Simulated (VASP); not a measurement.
Set up this calculation in VASP 6.6.1, as the native input.

```
Task                   : single point
Functional             : LDA
Potentials or basis    : VASP PAW LDA potentials, release 64 (Pt)
Cutoff                 : 520 eV
k mesh                 : 35 × 35 × 35
Occupations            : methfessel-paxton, width 0.1 eV
Spin                   : no spin polarisation
Dipole correction      : no
Further INCAR settings : ALGO = Normal; EDIFF = 1e-06; NBANDS = 11
```

The structure of Pt lies in POSCAR:

```
Pt
1.0
    0.0000000000      1.9465945000      1.9465945000
    1.9465945000      0.0000000000      1.9465945000
    1.9465945000      1.9465945000      0.0000000000
Pt
1
Direct
    0.0000000000      0.0000000000      0.0000000000
```

One way to write it, as run:

INCAR

```
ALGO = Normal
EDIFF = 1E-6
ENCUT = 520
GGA = CA
ISIF = 2
ISMEAR = 1
LASPH = True
LCHARG = True
LELF = True
LREAL = False
LVHAR = True
LWAVE = False
NBANDS = 11
NELM = 100
PREC = Accurate
SIGMA = 0.1
```

KPOINTS

```
k-points
0
Gamma
  35 35 35
```

Potentials or basis: VASP PAW LDA potentials, release 64 (Pt).

Run with:

```console
$ cat potpaw_LDA.64/Pt/POTCAR > POTCAR
$ mpirun -np 1 vasp_std > vasp.out
```

It gave:

```
Pressure               : 0.8 GPa
Band gap on the k mesh : zero (bands 5 and 6 overlap by 2.31 eV)
```

Caveat: spin-orbit coupling is left out, which moves the levels of the heavy elements.

It took 3.5 min on 1 thread of Intel Xeon 8259CL, on a shared host, peak memory 0.28 GiB.
